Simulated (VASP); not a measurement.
# Si4HC4 in VASP: single point with LDA

Aim: the single point of Si4HC4 with LDA.

All numbers are computed with VASP 6.6.1; they aren't measurements. Logs are shortened: lines on timing, memory, paths and dates and some standing lists are left out, and cuts for length are marked.

## 1. The cell of the first run

The cell holds a slab with vacuum, 18 atoms: a = 6.113 Å, b = 5.016 Å, c = 21.425 Å, α = 90.00°, β = 90.00°, γ = 90.00°.

## 2. Single point, LDA

Input file INCAR:

```
SYSTEM = Si4HC4
ALGO = Normal ; DIPOL = 0.5 0.5 0.279
EDIFF = 1E-6 ; ENCUT = 520
IDIPOL = 3 ; ISIF = 2
ISMEAR = 0 ; LASPH = .TRUE.
LCHARG = .FALSE. ; LDIPOL = .TRUE.
LREAL = Auto ; LWAVE = .FALSE.
NBANDS = 48 ; NELM = 100
PREC = Accurate ; SIGMA = 0.05
```

Input file KPOINTS:

```
k-points
0
G
  5 6 1
  0 0 0
```

Input file POSCAR:

```
Si4HC4
1.0
    6.1126145963      0.0000000000      0.0000000000
    0.0000000000      5.0163291813      0.0000000000
    0.0000000000      0.0000000000     21.4250251324
Si C H
8 8 2
Direct
    0.0000000000      0.9953970937      0.1866975640
    0.5000000000      0.9953970937      0.1866975640
    0.2500000000      0.4953970937      0.2278774420
    0.7500000000      0.4953970937      0.2278774420
    0.2500000000      0.9933394623      0.3138679432
    0.7500000000      0.9933394623      0.3138679432
    0.0000000000      0.4657447851      0.3396025631
    0.5000000000      0.4657447851      0.3396025631
    0.0000000000      0.6196029063      0.1866975640
    0.5000000000      0.6196029063      0.1866975640
    0.2500000000      0.1196029063      0.2278774420
    0.7500000000      0.1196029063      0.2278774420
    0.2500000000      0.6245248121      0.3140845904
    0.7500000000      0.6245248121      0.3140845904
    0.0000000000      0.1236384346      0.3465585261
    0.5000000000      0.1236384346      0.3465585261
    0.9166666667      0.6731809323      0.3675620021
    0.9166666667      0.8027577556      0.3675620021
```

Potentials or basis: VASP PAW LDA potentials, release 64 (Si, C, H).

The run is started by

```bash
$ cat potpaw_LDA.64/Si/POTCAR potpaw_LDA.64/C/POTCAR potpaw_LDA.64/H/POTCAR > POTCAR
$ mpirun -np 1 vasp_std > vasp.out
```

OUTCAR:

```text
SYSTEM = Si4HC4
   EDIFF = 1E-6
   ENCUT = 520
   ISIF = 2
   ISMEAR = 0
   LASPH = .TRUE.
   LREAL = Auto
   NELM = 100
   PREC = Accurate

 ion  position               nearest neighbor table
   1  0.000  0.995  0.187-  11 1.87  12 1.87   9 1.89   2 3.06   2 3.06   3 3.07   3 3.07   4 3.07
                             4 3.07   5 3.12   6 3.12
   2  0.500  0.995  0.187-  11 1.87  12 1.87  10 1.89   1 3.06   1 3.06   3 3.07   3 3.07   4 3.07
                             4 3.07   5 3.12   6 3.12
   3  0.250  0.495  0.228-   9 1.87  10 1.87  11 1.89  13 1.96   7 2.84   8 2.84   4 3.06   4 3.06
                             1 3.07   1 3.07   2 3.07   2 3.07   5 3.10   5 3.12
   4  0.750  0.495  0.228-   9 1.87  10 1.87  12 1.89  14 1.96   7 2.84   8 2.84   3 3.06   3 3.06
                             1 3.07   1 3.07   2 3.07   2 3.07   6 3.10   6 3.12
   5  0.250  0.993  0.314-  15 1.80  16 1.80  13 1.85  11 1.95   7 2.87   8 2.87   6 3.06   6 3.06
                             3 3.10   8 3.11   7 3.11   3 3.12   2 3.12   1 3.12
   6  0.750  0.993  0.314-  15 1.80  16 1.80  18 1.81  14 1.85  12 1.95   8 2.87   7 2.87   5 3.06
                             5 3.06   4 3.10   8 3.11   7 3.11   4 3.12   1 3.12   2 3.12
   7  0.000  0.466  0.340-  17 1.30  15 1.72  13 1.81  14 1.81  18 1.86   4 2.84   3 2.84   6 2.87
                             5 2.87   8 3.06   8 3.06   6 3.11   5 3.11
   8  0.500  0.466  0.340-  16 1.72  14 1.81  13 1.81   4 2.84   3 2.84   6 2.87   5 2.87   7 3.06
                             7 3.06   6 3.11   5 3.11
   9  0.000  0.620  0.187-   3 1.87   4 1.87   1 1.89
  10  0.500  0.620  0.187-   3 1.87   4 1.87   2 1.89
  11  0.250  0.120  0.228-   1 1.87   2 1.87   3 1.89   5 1.95
  12  0.750  0.120  0.228-   1 1.87   2 1.87   4 1.89   6 1.95
  13  0.250  0.625  0.314-   7 1.81   8 1.81   5 1.85   3 1.96
  14  0.750  0.625  0.314-   7 1.81   8 1.81   6 1.85   4 1.96
  15  0.000  0.124  0.347-   7 1.72   6 1.80   5 1.80
  16  0.500  0.124  0.347-   8 1.72   6 1.80   5 1.80
  17  0.917  0.673  0.368-  18 0.65   7 1.30
  18  0.917  0.803  0.368-  17 0.65   6 1.81   7 1.86

  LATTYP: Found a simple orthorhombic cell.
 ALAT       =     5.0163291813
 B/A-ratio  =     1.2185433562
 C/A-ratio  =     4.2710564554

  Lattice vectors:

 A1 = (   0.0000000000,  -5.0163291813,   0.0000000000)
 A2 = (   6.1126145963,   0.0000000000,   0.0000000000)
 A3 = (   0.0000000000,   0.0000000000,  21.4250251324)

Analysis of symmetry for initial positions (statically):
=====================================================================
 Subroutine PRICEL returns:
 Original cell was already a primitive cell.

 Routine SETGRP: Setting up the symmetry group for a
 simple orthorhombic supercell.

 Subroutine GETGRP returns: Found  1 space group operations
 (whereof  1 operations were pure point group operations)
 out of a pool of  8 trial point group operations.

The static configuration has the point symmetry C_1 .

Analysis of symmetry for dynamics (positions and initial velocities):
=====================================================================
[... 157 lines left out ...]
   LORBIT       =      0    0 simple, 1 ext, 2 COOP (PROOUT), +10 PAW based schemes
   GGA     = CA    functional components
   LHFCALC =     F    Hartree Fock is set to
   AEXX    =    0.0000 exact exchange contribution
   IVDW    =     0    specifies the selected vdW correction
   LEPSILON=     F    determine dielectric tensor
   LRPA    =     F    only Hartree local field effects (RPA)
 non-spin polarized calculation
 Gauss-broadening in eV      SIGMA  =   0.05
  energy-cutoff  :      520.00
  volume of cell :      656.95
 maximum number of plane-waves:     17731
 NGX is ok and might be reduce to    48
   NGX = 23   NGY = 19   NGZ = 79

 dipolmoment           0.000000      0.000000      0.097684 electrons x Angstroem

 number of electron      66.0000001 magnetization

 dipolmoment           0.000000      0.000000     -0.101681 electrons x Angstroem

 Free energy of the ion-electron system (eV)
  ---------------------------------------------------
  ext. energy  EPLUGINS =         0.00000000
  ---------------------------------------------------
  free energy    TOTEN  =      -124.07267570 eV

  energy without entropy =     -124.07267570  energy(sigma->0) =     -124.07267570

 E-fermi :  -1.3397     XC(G=0):  -3.7485

 val. band max:       -1.5500382557   @ k =   0.0000   0.5000   0.0000
 cond. band min:      -1.0206061963   @ k =   0.4000   0.5000   0.0000
 fundamental gap:      0.5294320593
 Fermi energy:        -1.3396677150

 k-point     1 :       0.0000    0.0000    0.0000
  band No.  band energies     occupation
      1     -18.0981      2.00000
      2     -15.9109      2.00000
      3     -14.8519      2.00000
      4     -14.1011      2.00000
      5     -13.7317      2.00000
      6     -12.9222      2.00000
[... 757 lines left out ...]
     44       3.7314      0.00000
     45       3.8346      0.00000
 [bands above 45 left out]

------------------------ aborting loop because EDIFF is reached ----------------------------------------

 vacuum level on the upper side and lower side of the slab       (xc-potential included)        -0.411         0.180

  FORCE on cell =-STRESS in cart. coord.  units (eV):
  Direction    XX          YY          ZZ          XY          YZ          ZX
  --------------------------------------------------------------------------------------
  -------------------------------------------------------------------------------------
  Total       11.3785052      7.6176640      3.5524153     -2.3630837      4.7258254      4.0993306
  in kB       27.7498994     18.5779595      8.6636308     -5.7630887     11.5253433      9.9974479
  external PRESSURE =      18.3304966 kB  Pullay stress =       0.0000000 kB

 VOLUME and BASIS-vectors are now :
 -----------------------------------------------------------------------------
  energy-cutoff  :      520.00
  volume of cell :      656.95
      direct lattice vectors                 reciprocal lattice vectors
     6.112614596  0.000000000  0.000000000     0.163596115  0.000000000  0.000000000
     0.000000000  5.016329181  0.000000000     0.000000000  0.199348959  0.000000000
     0.000000000  0.000000000 21.425025132     0.000000000  0.000000000  0.046674391

 POSITION                                       TOTAL-FORCE (eV/Angst)
 -----------------------------------------------------------------------------------
      0.00000      4.99324      4.00000         0.019933     -2.191783      2.230120
      3.05631      4.99324      4.00000        -0.026990     -2.255546      1.818531
      1.52815      2.48507      4.88228         0.170077      0.830849     -2.752425
      4.58446      2.48507      4.88228        -0.547983      0.890459     -2.720546
      1.52815      4.98292      6.72463         0.379908      0.017753     -0.597661
      4.58446      4.98292      6.72463        -1.254295      1.251945     -1.872899
[... 10 lines left out ...]
      5.60323      3.37690      7.87503        -0.670223     -2.781735      6.024079
      5.60323      4.02690      7.87503         2.430730      8.051943      2.794050
 -----------------------------------------------------------------------------------
    total drift:                                0.000150      0.039061     -0.023370

  FREE ENERGIE OF THE ION-ELECTRON SYSTEM (eV)
  ---------------------------------------------------
  free  energy   TOTEN  =      -124.0726757042 eV

  energy  without entropy=     -124.0726757042  energy(sigma->0) =     -124.07267570

 vacuum level on the upper side and lower side of the slab         3.152         3.756
```

stdout:

```text
POSCAR found type information on POSCAR SiC H
 POSCAR found :  3 types and      18 ions
 scaLAPACK will be used
 LDA part: xc-table for (Slater(with rela. corr.)+CA(PZ))
 , standard interpolation
 POSCAR, INCAR and KPOINTS ok, starting setup
 FFT: planning ... GRIDC
 FFT: planning ... GRID_SOFT
 FFT: planning ... GRID
 WAVECAR not read
 entering main loop
```

Run time: 11 min. Hardware: 1 thread of Intel Xeon Platinum 8375C at 2.90GHz (Ice Lake), shared host; peak memory 0.67 GiB.

Results:

```yaml
Free_energy: -124.0727 eV
Largest_force: 8.863 eV/Å
Band_gap_on_the_k_mesh: 0.53 eV, indirect (least direct gap 0.64 eV)
```

Forces on the atoms (eV/Å):
```
Si   0.020 -2.192  2.230
Si  -0.027 -2.256  1.819
Si   0.170  0.831 -2.752
Si  -0.548  0.890 -2.721
Si   0.380  0.018 -0.598
Si  -1.254  1.252 -1.873
Si   2.358 -3.838 -2.128
Si   0.139  0.239 -0.242
C   -0.011  1.263  1.506
C   -0.012  1.366  1.302
C   -0.114  0.154 -0.808
C    0.087  0.044 -0.828
C    0.022 -0.219 -0.385
C   -2.806 -1.680 -3.957
C   -0.256 -0.962  0.433
C    0.093 -0.181  0.184
H   -0.670 -2.782  6.024
H    2.431  8.052  2.794
```

Levels at points of the mesh, in eV from the valence-band top:
| k point | band 29 | band 30 | band 31 | band 32 | band 33 | band 34 | band 35 | band 36 | band 37 | band 38 |
| --- | --- | --- | --- | --- | --- | --- | --- | --- | --- | --- |
| (0.00, 0.00, 0.00) | -1.39 | -0.97 | -0.80 | -0.28 | -0.15 | 0.86 | 1.38 | 2.05 | 2.31 | 3.04 |
| (0.00, 0.50, 0.00) | -1.79 | -1.51 | -1.00 | -0.90 | 0.00 | 0.65 | 0.83 | 1.56 | 2.03 | 3.07 |
